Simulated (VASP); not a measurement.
SiC (Moissanite):

```
CELL_PARAMETERS angstrom
3.09637 0.00000 0.00000
-1.54819 2.68154 0.00000
0.00000 0.00000 5.08143
ATOMIC_POSITIONS crystal
Si 0.66667 0.33333 0.50000
Si 0.33333 0.66667 0.00000
C 0.66667 0.33333 0.88500
C 0.33333 0.66667 0.38500
```

Base run:

| Quantity | Value |
| --- | --- |
| Program | VASP 6.6.1 |
| Functional | PBE |
| Dispersion | D4 |
| Potentials or basis | VASP PAW PBE potentials, release 64 (Si, C) |
| Cutoff | 520 eV |
| k mesh | 10 × 10 × 5 |
| Occupations | fermi-dirac, width 0.05 eV |
| Spin | no spin polarisation |

Its results: band gap on the k mesh 2.51 eV, indirect (least direct gap 4.03 eV); pressure -4.7 GPa; largest force 0.706 eV/Å.

Question: After a change of settings the same cell gave: band gap on the k mesh 2.35 eV, indirect (least direct gap 3.92 eV); pressure -6.0 GPa; largest force 0.711 eV/Å. Which change was it?
A. functional from PBE to BLYP; dispersion from D4 to none
B. functional from PBE to revPBE; further incar settings from ALGO = Normal; EDIFF = 1e-07; NBANDS = 16 to ALGO = Normal; EDIFF = 1e-06; NBANDS = 16
C. functional from PBE to BLYP; further incar settings from ALGO = Normal; EDIFF = 1e-07; NBANDS = 16 to ALGO = Normal; EDIFF = 1e-06; NBANDS = 16
D. functional from PBE to PBEsol

Answer: D.

PBEsol binds more tightly than PBE, so the same cell stands under less pressure.

Caveats: the PAW data sets were made with another functional, which shifts forces and pressure a little (some runs).
